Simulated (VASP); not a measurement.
Input of a VASP 6.6.1 run:

File INCAR:

```
SYSTEM = MoSe
PREC     = Accurate       ! precision mode
ENCUT    = 500            ! plane-wave cutoff, eV
EDIFF    = 1E-6           ! SCF threshold, eV
ISMEAR   = -1             ! smearing method
SIGMA    = 0.05           ! smearing width, eV
LREAL    = .FALSE.        ! projectors in reciprocal space
LASPH    = .TRUE.         ! aspherical terms in the spheres
NELM     = 120            ! most SCF steps
ALGO     = Normal         ! electronic algorithm
ISIF     = 2              ! what is computed and relaxed
LWAVE    = .FALSE.        ! write WAVECAR
LCHARG   = .FALSE.        ! write CHGCAR
GGA      = PE             ! functional
NBANDS   = 17             ! bands
GGA_COMPAT= .FALSE.
```

Contents of KPOINTS:

```
Automatic mesh
0
G
  9 9 6
  0 0 0
```

File POSCAR:

```
MoSe
1.0
    3.4706685900      0.0000000000      0.0000000000
   -1.7353343000      3.0056871700      0.0000000000
    0.0000000000      0.0000000000      4.3727953400
Mo Se
1 1
Direct
    0.6666666700      0.3333333300      0.0254445500
    0.3333333300      0.6666666700      0.1184304700
```

Potentials or basis: VASP PAW PBE potentials, release 64 (Mo_sv, Se).

Run with:

```bash
$ cat potpaw_PBE.64/Mo_sv/POTCAR potpaw_PBE.64/Se/POTCAR > POTCAR
$ mpirun -np 1 vasp_std > vasp.out
```

Question: What does it give for the band gap on the k mesh?

Answer: Zero (band 10 reaches 5.86 eV, above the bottom of band 11 at 5.52 eV).

Question: Estimate the largest force.

Answer: 6.203 eV/Å.

Question: What does it give for the pressure?

Answer: 70.1 GPa.

Stress tensor (GPa, compression positive):
```
104.16   0.00   0.00
  0.00 104.16   0.00
  0.00   0.00   1.95
```

Caveat: forces of over 1 eV/Å act on the atoms, so gaps and moduli don't describe the material at rest.
